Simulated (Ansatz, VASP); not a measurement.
## One calculation of CdS, two programs

File POSCAR:

```
CdS
1.0
    0.0000000000      2.7267765442      2.7267765442
    2.7267765442      0.0000000000      2.7267765442
    2.7267765442      2.7267765442      0.0000000000
Cd S
1 1
Direct
    0.0000000000      0.0000000000      0.0000000000
    0.5000000000      0.5000000000      0.5000000000
```

File INCAR.step1:

```
PREC = Accurate ; ENCUT = 520
EDIFF = 1E-5 ; ISMEAR = 0
SIGMA = 0.01 ; LREAL = False
LASPH = True ; NELM = 100
ALGO = Normal ; ISIF = 2
LWAVE = True ; GGA = PE
NBANDS = 16
```

File INCAR.step2:

```
PREC = Accurate ; ENCUT = 520
EDIFF = 1E-6 ; ISMEAR = 0
SIGMA = 0.01 ; LREAL = False
LASPH = True ; NELM = 100
ALGO = Normal ; ISIF = 2
LWAVE = False ; LCHARG = True
GGA = PE ; LHFCALC = True
AEXX = 0.4 ; HFSCREEN = 0.1
PRECFOCK = Normal ; LELF = True
LVHAR = True ; ISTART = 1
NBANDS = 16
```

File KPOINTS:

```
regular mesh
0
Gamma
  4 4 4
```

Input for Ansatz:

```yaml
crystal:
  lattice:
    - [0.0, 2.7267765442, 2.7267765442]
    - [2.7267765442, 0.0, 2.7267765442]
    - [2.7267765442, 2.7267765442, 0.0]
  atoms:
    - { symbol: Cd, position: [0.0, 0.0, 0.0] }
    - { symbol: S, position: [0.5, 0.5, 0.5] }
kpoints:
  mp_grid: { grid: [4, 4, 4] }
hamiltonian:
  xc: { exchange: pbe, correlation: pbe, exx: { coeff: 0.4, omega: 0.1 } }
scf:
  occupations: { method: fixed }
  n_extra_bands: 4
output:
  forces: true
  stress: true
  eigenvalues: true
```

Alike in both runs: task single point; functional PBE-based screened hybrid; k mesh 4 × 4 × 4; no spin polarisation.

|  | VASP | Ansatz |
| --- | --- | --- |
| version | VASP 6.6.1 | Ansatz 0.2.0 |
| potentials or method | VASP PAW PBE potentials, release 64 (Cd, S) | plane waves |
| plane-wave cutoff (eV) | 520 | 420 |
| occupations | gaussian, width 0.01 eV | fixed |
| valence electrons in the cell | 18 | 26 |

Ansatz gave:

- gap on the k mesh at the Fermi level (eV): 2.44
- pressure (GPa): -0.8

Task: What did VASP give for the same quantities?

Result: gap on the k mesh at the Fermi level (eV): 2.46; pressure (GPa): -0.6.

VASP's potentials were made for PBE, not for PBE-based screened hybrid. VASP's potentials hold 18 valence electrons a cell and Ansatz's 26, so a difference there can come from the potentials and not from the codes. Ansatz's warnings: stress exchange threshold loose, stress scf threshold loose.

The k mesh is coarse, so the values compare programs but aren't converged.
